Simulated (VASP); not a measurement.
# Ti5S in VASP: notebook

Ti5S is run at these levels: PBE; tasks: single point.

All numbers are computed with VASP 6.6.1; they aren't measurements. Logs are shortened: lines on timing, memory, paths and dates and some standing lists are left out, and cuts for length are marked.

## Step 1: The cell of the first run

The cell holds a slab with vacuum, 6 atoms: a = 2.938 Å, b = 2.938 Å, c = 24.712 Å, α = 90.00°, β = 90.00°, γ = 120.00°.

## Step 2: Single point, PBE

Input file INCAR:

```
PREC = Accurate
ENCUT = 520
EDIFF = 1E-6
ISMEAR = 0
SIGMA = 0.1
LREAL = F
LASPH = T
NELM = 100
ALGO = Normal
ISIF = 2
LWAVE = F
LCHARG = F
LDIPOL = T
IDIPOL = 3
DIPOL = 0.5 0.5 0.396
GGA = PE
NBANDS = 42
```

Input file KPOINTS:

```
Automatic mesh
0
Gamma
  9 9 1
```

Input file POSCAR:

```
Ti5S
1.0
    2.9381632086      0.0000000000      0.0000000000
   -1.4690816043      2.5445239791      0.0000000000
    0.0000000000      0.0000000000     24.7117068140
Ti S
5 1
Direct
    0.6666666667      0.3333333333      0.1618666015
    0.3333333333      0.6666666667      0.2559609806
    0.6666666667      0.3333333333      0.3506708119
    0.3333333333      0.6666666667      0.4475655916
    0.6666666667      0.3333333333      0.5346335206
    0.6666666667      0.3333333333      0.6253435759
```

Potentials or basis: VASP PAW PBE potentials, release 64 (Ti_sv, S).

Command:

```console
$ cat potpaw_PBE.64/Ti_sv/POTCAR potpaw_PBE.64/S/POTCAR > POTCAR
$ mpirun -np 1 vasp_std > vasp.out
```

OUTCAR:

```text
PREC = Accurate
   ENCUT = 520
   EDIFF = 1E-6
   ISMEAR = 0
   LREAL = F
   LASPH = T
   NELM = 100
   ISIF = 2
   GGA = PE

 ion  position               nearest neighbor table
   1  0.667  0.333  0.162-   2 2.88   2 2.88   2 2.88
   2  0.333  0.667  0.256-   1 2.88   1 2.88   1 2.88   3 2.89   3 2.89   3 2.89
   3  0.667  0.333  0.351-   2 2.89   2 2.89   2 2.89
   4  0.333  0.667  0.448-   5 2.74   5 2.74   5 2.74
   5  0.667  0.333  0.535-   6 2.24   4 2.74   4 2.74   4 2.74
   6  0.667  0.333  0.625-   5 2.24

  LATTYP: Found a hexagonal cell.
 ALAT       =     2.9381632086
 C/A-ratio  =     8.4105970498

  Lattice vectors:

 A1 = (   2.9381632086,   0.0000000000,   0.0000000000)
 A2 = (  -1.4690816043,   2.5445239791,   0.0000000000)
 A3 = (   0.0000000000,   0.0000000000,  24.7117068140)

Analysis of symmetry for initial positions (statically):
=====================================================================
 Subroutine PRICEL returns:
 Original cell was already a primitive cell.

 Routine SETGRP: Setting up the symmetry group for a
 hexagonal supercell.

 Subroutine GETGRP returns: Found  6 space group operations
 (whereof  6 operations were pure point group operations)
 out of a pool of 24 trial point group operations.

The static configuration has the point symmetry C_3v.

Analysis of symmetry for dynamics (positions and initial velocities):
=====================================================================
 Subroutine PRICEL returns:
 Original cell was already a primitive cell.

 Routine SETGRP: Setting up the symmetry group for a
 hexagonal supercell.

 Subroutine GETGRP returns: Found  6 space group operations
 (whereof  6 operations were pure point group operations)
 out of a pool of 24 trial point group operations.

The dynamic configuration has the point symmetry C_3v.

 Subroutine INISYM returns: Found  6 space group operations
 (whereof  6 operations are pure point group operations),
 and found     1 'primitive' translations

----------------------------------------------------------------------------------------

                                     Primitive cell

  volume of cell :     184.7503

  direct lattice vectors                    reciprocal lattice vectors
     2.938163209  0.000000000  0.000000000     0.340348690  0.196500408  0.000000000
    -1.469081604  2.544523979  0.000000000     0.000000000  0.393000816  0.000000000
[... 89 lines left out ...]
   TEBEG  =    0.0;   TEEND  =   0.0 temperature during run
   PSTRESS=    0.0 pullay stress
   NELECT =      66.0000    total number of electrons
   NUPDOWN=      -1.0000    fix difference up-down
   EMIN   =  10.00;   EMAX   =-10.00  energy-range for DOS
   EFERMI =   0.00;   METHOD = LEGACY
   ISMEAR =     0;   SIGMA  =   0.10  broadening in eV -4-tet -1-fermi 0-gaus
   EFERMI_NEDOS =   21; number of points for ismear=-14 and -15
   IALGO  =     38    algorithm
   IMIX   =      4    mixing-type and parameters
     AMIX     =   0.40;   BMIX     =  1.00
     AMIX_MAG =   1.60;   BMIX_MAG =  1.00
  volume/ion in A,a.u.               =      30.79       207.79
  Fermi-wavevector in a.u.,A,eV,Ry     =   1.161612  2.195128 18.358917  1.349342
  Thomas-Fermi vector in A             =   2.298182
   LORBIT       =      0    0 simple, 1 ext, 2 COOP (PROOUT), +10 PAW based schemes
   GGA     = PE    functional components
   LHFCALC =     F    Hartree Fock is set to
   AEXX    =    0.0000 exact exchange contribution
   IVDW    =     0    specifies the selected vdW correction
   LEPSILON=     F    determine dielectric tensor
   LRPA    =     F    only Hartree local field effects (RPA)
 non-spin polarized calculation
 Gauss-broadening in eV      SIGMA  =   0.10
  energy-cutoff  :      520.00
  volume of cell :      184.75
 maximum number of plane-waves:      5059
 NGX is ok and might be reduce to    24
   NGX = 11   NGY = 11   NGZ = 91

 dipolmoment           0.000000      0.000000     -0.008150 electrons x Angstroem

 number of electron      65.9999991 magnetization

 dipolmoment           0.000000      0.000000      0.047585 electrons x Angstroem

 Free energy of the ion-electron system (eV)
  ---------------------------------------------------
  ext. energy  EPLUGINS =         0.00000000
  ---------------------------------------------------
  free energy    TOTEN  =       -41.92917390 eV

  energy without entropy =      -41.89183486  energy(sigma->0) =      -41.91050438

 E-fermi :   2.3758     XC(G=0):  -7.0483

 val. band max:        2.3701860815   @ k =   0.2222  -0.0000   0.0000
 cond. band min:       2.3824466791   @ k =   0.3333   0.1111   0.0000
 fundamental gap:      0.0122605976
 Fermi energy:         2.3757582441

 k-point     1 :       0.0000    0.0000    0.0000
  band No.  band energies     occupation
      1     -54.5964      2.00000
      2     -54.4535      2.00000
      3     -54.4149      2.00000
      4     -54.3525      2.00000
      5     -54.2944      2.00000
      6     -31.0377      2.00000
[... 529 lines left out ...]
     41       3.8651      0.00000
     42       4.0518      0.00000

------------------------ aborting loop because EDIFF is reached ----------------------------------------

 vacuum level on the upper side and lower side of the slab       (xc-potential included)         0.329        -0.853

  FORCE on cell =-STRESS in cart. coord.  units (eV):
  Direction    XX          YY          ZZ          XY          YZ          ZX
  --------------------------------------------------------------------------------------
  -------------------------------------------------------------------------------------
  Total        0.6139453      0.6139453     -0.1105973      0.0000000      0.0000000      0.0000000
  in kB        5.3242082      5.3242082     -0.9591133      0.0000000      0.0000000      0.0000000
  external PRESSURE =       3.2297677 kB  Pullay stress =       0.0000000 kB

 VOLUME and BASIS-vectors are now :
 -----------------------------------------------------------------------------
  energy-cutoff  :      520.00
  volume of cell :      184.75
      direct lattice vectors                 reciprocal lattice vectors
     2.938163209  0.000000000  0.000000000     0.340348690  0.196500408  0.000000000
    -1.469081604  2.544523979  0.000000000     0.000000000  0.393000816  0.000000000
     0.000000000  0.000000000 24.711706814     0.000000000  0.000000000  0.040466650

 POSITION                                       TOTAL-FORCE (eV/Angst)
 -----------------------------------------------------------------------------------
      1.46908      0.84817      4.00000         0.000000     -0.000000      0.546395
     -0.00000      1.69635      6.32523         0.000000     -0.000000     -0.524405
      1.46908      0.84817      8.66567        -0.000000      0.000000      0.105089
     -0.00000      1.69635     11.06011        -0.000000      0.000000     -0.841451
      1.46908      0.84817     13.21171        -0.000000      0.000000      0.705354
      1.46908      0.84817     15.45331         0.000000     -0.000000      0.009018
 -----------------------------------------------------------------------------------
    total drift:                               -0.000000      0.000000     -0.000355

  FREE ENERGIE OF THE ION-ELECTRON SYSTEM (eV)
  ---------------------------------------------------
  free  energy   TOTEN  =       -41.9291739008 eV

  energy  without entropy=      -41.8918348561  energy(sigma->0) =      -41.91050438

 vacuum level on the upper side and lower side of the slab         7.721         6.515
```

It took 2.4 min on 1 thread of Intel Xeon 6975P-C (Granite Rapids), shared host; peak memory 0.34 GiB.

Results:

```yaml
Free_energy: -41.9292 eV
Largest_force: 0.841 eV/Å
Band_gap_on_the_k_mesh: zero (bands 33 and 34 overlap by 1.09 eV)
```

Forces on the atoms (eV/Å):
```
Ti   0.000  0.000  0.546
Ti   0.000  0.000 -0.524
Ti   0.000  0.000  0.105
Ti   0.000  0.000 -0.841
Ti   0.000  0.000  0.705
S    0.000  0.000  0.009
```

## Step 3: Single point, PBE

Input file INCAR:

```
ALGO = Normal ; DIPOL = 0.5 0.5 0.392
EDIFF = 1E-6 ; ENCUT = 520
GGA = PE ; IDIPOL = 3
ISIF = 2 ; ISMEAR = 0
LASPH = True ; LCHARG = False
LDIPOL = True ; LREAL = False
LWAVE = False ; NBANDS = 42
NELM = 100 ; PREC = Accurate
SIGMA = 0.1
```

Input file KPOINTS:

```
k-points
0
Gamma
  9 9 1
```

POSCAR: that of step 2 with these lines changed.

```diff
@@ -13,2 +13,2 @@
     0.6666666667      0.3333333333      0.5346335206
-    0.6666666667      0.3333333333      0.6253435759
+    1.0000000000      1.0000000000      0.6035411497
```

Potentials or basis: VASP PAW PBE potentials, release 64 (Ti_sv, S).

Command:

```console
$ cat potpaw_PBE.64/Ti_sv/POTCAR potpaw_PBE.64/S/POTCAR > POTCAR
$ mpirun -np 1 vasp_std > vasp.out
```

Run time: 2.6 min. Hardware: 1 thread of Intel Xeon 6975P-C (Granite Rapids), shared host; peak memory 0.33 GiB.

It converged, with:

| Property | Result |
| --- | --- |
| Free energy | -43.3827 eV |
| Largest force | 0.700 eV/Å |
| Band gap on the k mesh | zero (bands 33 and 34 overlap by 0.96 eV) |

Forces on the atoms (eV/Å):
```
Ti   0.000  0.000  0.570
Ti   0.000  0.000 -0.496
Ti   0.000  0.000 -0.033
Ti   0.000  0.000 -0.700
Ti   0.000  0.000  0.666
S    0.000  0.000 -0.007
```

Levels at points of the mesh, in eV from the Fermi level:
```tsv
k point	band 29	band 30	band 31	band 32	band 33	band 34	band 35	band 36	band 37	band 38
(0.00, 0.00, 0.00)	0.14	0.14	0.22	0.48	0.69	0.73	0.73	0.79	0.79	0.90
```

## Step 4: Single point, PBE

Input file INCAR:

```
ALGO = Normal
DIPOL = 0.5 0.5 0.393
EDIFF = 1E-7
ENCUT = 520
GGA = PE
IDIPOL = 3
ISIF = 2
ISMEAR = 0
LASPH = T
LCHARG = F
LDIPOL = T
LREAL = F
LWAVE = F
NBANDS = 42
NELM = 60
PREC = Accurate
SIGMA = 0.1
```

KPOINTS is that of step 3.

POSCAR: that of step 3 with these lines changed.

```diff
@@ -13,2 +13,2 @@
     0.6666666667      0.3333333333      0.5346335206
-    1.0000000000      1.0000000000      0.6035411497
+    1.3333333333      0.6666666667      0.6043856671
```

Potentials or basis: VASP PAW PBE potentials, release 64 (Ti_sv, S).

Command:

```console
$ cat potpaw_PBE.64/Ti_sv/POTCAR potpaw_PBE.64/S/POTCAR > POTCAR
$ mpirun -np 1 vasp_std > vasp.out
```

OUTCAR:

```text
EDIFF = 1E-7
   ENCUT = 520
   GGA = PE
   ISIF = 2
   ISMEAR = 0
   LASPH = T
   LREAL = F
   NELM = 60
   PREC = Accurate

 ion  position               nearest neighbor table
   1  0.667  0.333  0.162-   2 2.88   2 2.88   2 2.88
   2  0.333  0.667  0.256-   1 2.88   1 2.88   1 2.88   3 2.89   3 2.89   3 2.89
   3  0.667  0.333  0.351-   2 2.89   2 2.89   2 2.89
   4  0.333  0.667  0.448-   5 2.74   5 2.74   5 2.74
   5  0.667  0.333  0.535-   6 2.42   6 2.42   6 2.42   4 2.74   4 2.74   4 2.74
   6  0.333  0.667  0.604-   5 2.42   5 2.42   5 2.42

  LATTYP: Found a hexagonal cell.
 ALAT       =     2.9381632086
 C/A-ratio  =     8.4105970498

  Lattice vectors:

 A1 = (   2.9381632086,   0.0000000000,   0.0000000000)
 A2 = (  -1.4690816043,   2.5445239791,   0.0000000000)
 A3 = (   0.0000000000,   0.0000000000,  24.7117068140)

Analysis of symmetry for initial positions (statically):
=====================================================================
 Subroutine PRICEL returns:
 Original cell was already a primitive cell.

 Routine SETGRP: Setting up the symmetry group for a
 hexagonal supercell.

 Subroutine GETGRP returns: Found  6 space group operations
 (whereof  6 operations were pure point group operations)
 out of a pool of 24 trial point group operations.

The static configuration has the point symmetry C_3v.

Analysis of symmetry for dynamics (positions and initial velocities):
=====================================================================
 Subroutine PRICEL returns:
 Original cell was already a primitive cell.

 Routine SETGRP: Setting up the symmetry group for a
 hexagonal supercell.

 Subroutine GETGRP returns: Found  6 space group operations
 (whereof  6 operations were pure point group operations)
 out of a pool of 24 trial point group operations.

The dynamic configuration has the point symmetry C_3v.

 Subroutine INISYM returns: Found  6 space group operations
[... 120 lines left out ...]
   IVDW    =     0    specifies the selected vdW correction
   LEPSILON=     F    determine dielectric tensor
   LRPA    =     F    only Hartree local field effects (RPA)
 non-spin polarized calculation
 Gauss-broadening in eV      SIGMA  =   0.10
  energy-cutoff  :      520.00
  volume of cell :      184.75
 maximum number of plane-waves:      5059
 NGX is ok and might be reduce to    24
   NGX = 11   NGY = 11   NGZ = 91

 dipolmoment           0.000000      0.000000     -0.003294 electrons x Angstroem

 number of electron      65.9999991 magnetization

 dipolmoment           0.000000      0.000000      0.061401 electrons x Angstroem

 Free energy of the ion-electron system (eV)
  ---------------------------------------------------
  ext. energy  EPLUGINS =         0.00000000
  ---------------------------------------------------
  free energy    TOTEN  =       -43.25912863 eV

  energy without entropy =      -43.21490365  energy(sigma->0) =      -43.23701614

 E-fermi :   2.1635     XC(G=0):  -6.9146

 val. band max:        2.1415579410   @ k =   0.1111   0.1111   0.0000
 cond. band min:       2.1864300620   @ k =   0.3333   0.1111   0.0000
 fundamental gap:      0.0448721210
 Fermi energy:         2.1635106290

 k-point     1 :       0.0000    0.0000    0.0000
  band No.  band energies     occupation
      1     -54.7949      2.00000
      2     -54.6174      2.00000
      3     -54.5531      2.00000
      4     -54.4596      2.00000
      5     -54.1823      2.00000
      6     -31.2235      2.00000
[... 529 lines left out ...]
     41       3.9001      0.00000
     42       4.6363      0.00000

------------------------ aborting loop because EDIFF is reached ----------------------------------------

 vacuum level on the upper side and lower side of the slab       (xc-potential included)         0.552        -0.961

  FORCE on cell =-STRESS in cart. coord.  units (eV):
  Direction    XX          YY          ZZ          XY          YZ          ZX
  --------------------------------------------------------------------------------------
  -------------------------------------------------------------------------------------
  Total        2.2446940      2.2446940      0.0697140      0.0000000     -0.0000000     -0.0000000
  in kB       19.4662605     19.4662605      0.6045687      0.0000000     -0.0000000     -0.0000000
  external PRESSURE =      13.1790299 kB  Pullay stress =       0.0000000 kB

 VOLUME and BASIS-vectors are now :
 -----------------------------------------------------------------------------
  energy-cutoff  :      520.00
  volume of cell :      184.75
      direct lattice vectors                 reciprocal lattice vectors
     2.938163209  0.000000000  0.000000000     0.340348690  0.196500408  0.000000000
    -1.469081604  2.544523979  0.000000000     0.000000000  0.393000816  0.000000000
     0.000000000  0.000000000 24.711706814     0.000000000  0.000000000  0.040466650

 POSITION                                       TOTAL-FORCE (eV/Angst)
 -----------------------------------------------------------------------------------
      1.46908      0.84817      4.00000         0.000000      0.000000      0.560154
     -0.00000      1.69635      6.32523        -0.000000      0.000000     -0.505728
      1.46908      0.84817      8.66567         0.000000     -0.000000      0.044490
     -0.00000      1.69635     11.06011         0.000000     -0.000000     -0.936610
      1.46908      0.84817     13.21171         0.000000     -0.000000      0.856574
     -0.00000      1.69635     14.93540         0.000000      0.000000     -0.018880
 -----------------------------------------------------------------------------------
    total drift:                               -0.000000      0.000000     -0.000134

  FREE ENERGIE OF THE ION-ELECTRON SYSTEM (eV)
  ---------------------------------------------------
  free  energy   TOTEN  =       -43.2591286317 eV

  energy  without entropy=      -43.2149036527  energy(sigma->0) =      -43.23701614

 vacuum level on the upper side and lower side of the slab         7.934         6.388
```

OSZICAR:

```text
N       E                     dE             d eps       ncg     rms          rms(c)
DAV:   1     0.874304444551E+03    0.87430E+03   -0.35100E+04  1072   0.170E+03
DAV:   2     0.737702658618E+02   -0.80053E+03   -0.78461E+03  1038   0.533E+02
DAV:   3    -0.300904983636E+02   -0.10386E+03   -0.99887E+02  1702   0.167E+02
[... 30 lines left out ...]
DAV:  34    -0.432591268942E+02   -0.20190E-05   -0.76408E-07   936   0.484E-03    0.326E-03
DAV:  35    -0.432591281829E+02   -0.12887E-05   -0.66171E-07  1008   0.393E-03    0.187E-03
DAV:  36    -0.432591284377E+02   -0.25483E-06   -0.91897E-08   582   0.210E-03    0.114E-03
DAV:  37    -0.432591285532E+02   -0.11547E-06   -0.38786E-08   562   0.125E-03    0.835E-04
DAV:  38    -0.432591286317E+02   -0.78517E-07   -0.20479E-08   552   0.972E-04
   1 F= -.43259129E+02 E0= -.43237016E+02  d E =-.442250E-01
```

stdout:

```text
POSCAR found type information on POSCAR TiS
 POSCAR found :  2 types and       6 ions
 scaLAPACK will be used
 LDA part: xc-table for (Slater+PW92), standard interpolation
 POSCAR, INCAR and KPOINTS ok, starting setup
 FFT: planning ... GRIDC
 FFT: planning ... GRID_SOFT
 FFT: planning ... GRID
 WAVECAR not read
 entering main loop
```

Wall time 2.7 min (1 thread of Intel Xeon 6975P-C (Granite Rapids), shared host); peak memory 0.34 GiB.

What came out:

```yaml
Free_energy: -43.2591 eV
Largest_force: 0.937 eV/Å
Band_gap_on_the_k_mesh: zero (bands 33 and 34 overlap by 0.83 eV)
```

Forces in eV/Å, atoms in the order of the input:
```
Ti   0.000  0.000  0.560
Ti   0.000  0.000 -0.506
Ti   0.000  0.000  0.044
Ti   0.000  0.000 -0.937
Ti   0.000  0.000  0.857
S    0.000  0.000 -0.019
```

## Step 5: The runs side by side

| cell | gap on the mesh (eV) | largest force (eV/Å) |
| --- | --- | --- |
| as given, atomic positions A | none | 0.84 |
| as given, atomic positions B | none | 0.70 |
| as given, atomic positions C | none | 0.94 |

Alike in all rows: task single point; level PBE; potentials or basis VASP PAW PBE potentials, release 64 (Ti_sv, S); no spin polarisation; k mesh 9 × 9 × 1; cutoff (eV) 520; smearing gaussian 0.1 eV.

Absolute energies hang on the potentials; compare differences alone.

The gap in the log of VASP goes by the Fermi energy; the results here count the filled bands.